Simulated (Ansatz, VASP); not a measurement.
One calculation of Hf, two programs

```
CELL_PARAMETERS angstrom
-1.79192 1.79192 1.79192
1.79192 -1.79192 1.79192
1.79192 1.79192 -1.79192
ATOMIC_POSITIONS crystal
Hf 0.00000 0.00000 0.00000
```

Alike in both runs: functional RPBE; k mesh 12 × 12 × 12; occupations fermi-dirac, width 0.1 eV; no spin polarisation.

Ansatz relaxed the structure, and its values are those at the end. VASP's run is a single point on that final structure, the one shown.

|  | VASP | Ansatz |
| --- | --- | --- |
| version | VASP 6.6.1 | Ansatz 0.2.0 |
| potentials or method | VASP PAW PBE potentials, release 64 (Hf_pv), cutoff 520 eV | plane waves (420 eV) with PAW, scalar-relativistic |
| valence electrons in the cell | 10 | 26 |

|  | VASP | Ansatz | Ansatz less VASP |
| --- | --- | --- | --- |
| pressure (GPa) | -0.4 | 0.0 | +0.41 |

VASP's potentials were made for PBE, not for RPBE. VASP's potentials hold 10 valence electrons a cell and Ansatz's 26, so a difference there can come from the potentials and not from the codes.

Neither program's run includes spin-orbit coupling.
